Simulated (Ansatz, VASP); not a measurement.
## Two plane-wave programs on InAs

INCAR

```
PREC     = Accurate       # precision mode
ENCUT    = 520            # plane-wave cutoff, eV
EDIFF    = 1E-6           # SCF threshold, eV
ISMEAR   = 0              # smearing method
SIGMA    = 0.15           # smearing width, eV
LREAL    = False          # projectors in reciprocal space
LASPH    = True           # aspherical terms in the spheres
NELM     = 80             # most SCF steps
ALGO     = Normal         # electronic algorithm
ISIF     = 2              # what is computed and relaxed
LWAVE    = False          # write WAVECAR
LCHARG   = True           # write CHGCAR
GGA      = PE             # functional
LELF     = True           # ELF
LVHAR    = True         
NBANDS   = 16             # bands
```

Contents of KPOINTS:

```
Automatic mesh
0
Gamma
  16 16 16
```

The input POSCAR:

```
InAs
1.0
    0.0000000000      3.0933796579      3.0005782682
    3.0933796579      0.0000000000      3.0005782682
    3.0933796579      3.0933796579      0.0000000000
In As
1 1
Direct
    0.0000000000      0.0000000000      0.0000000000
    0.7500000000      0.7500000000      0.7500000000
```

Input for Ansatz:

```yaml
crystal:
  lattice:
    - [0.0, 3.0933796579, 3.0005782682]
    - [3.0933796579, 0.0, 3.0005782682]
    - [3.0933796579, 3.0933796579, 0.0]
  atoms:
    - { symbol: In, position: [0.0, 0.0, 0.0] }
    - { symbol: As, position: [0.75, 0.75, 0.75] }
basis:
  ecutwfc: 420
kpoints:
  mp_grid: { grid: [16, 16, 16] }
hamiltonian:
  xc: pbe
scf:
  occupations: { method: gaussian, width: 0.15 }
output:
  forces: true
  stress: true
  eigenvalues: true
```

Change from the starting cell: strain +0.000 along x and y, -0.030 along z, atoms carried along.

Alike in both runs: task single point; functional PBE; k mesh 16 × 16 × 16; occupations gaussian, width 0.15 eV; no spin polarisation.

|  | VASP | Ansatz |
| --- | --- | --- |
| version | VASP 6.6.1 | Ansatz 0.2.0 |
| potentials or method | VASP PAW PBE potentials, release 64 (In_d, As), cutoff 520 eV | scalar-relativistic, plane waves, PAW |
| valence electrons in the cell | 18 | 28 |

```tsv
	VASP	Ansatz	Ansatz less VASP
pressure (GPa)	1.6	1.6	-0.05
traceless stress, the component that is largest in VASP (GPa)	0.63	0.63	+0.002
```

VASP's potentials hold 18 valence electrons a cell and Ansatz's 28, so a difference there can come from the potentials and not from the codes.
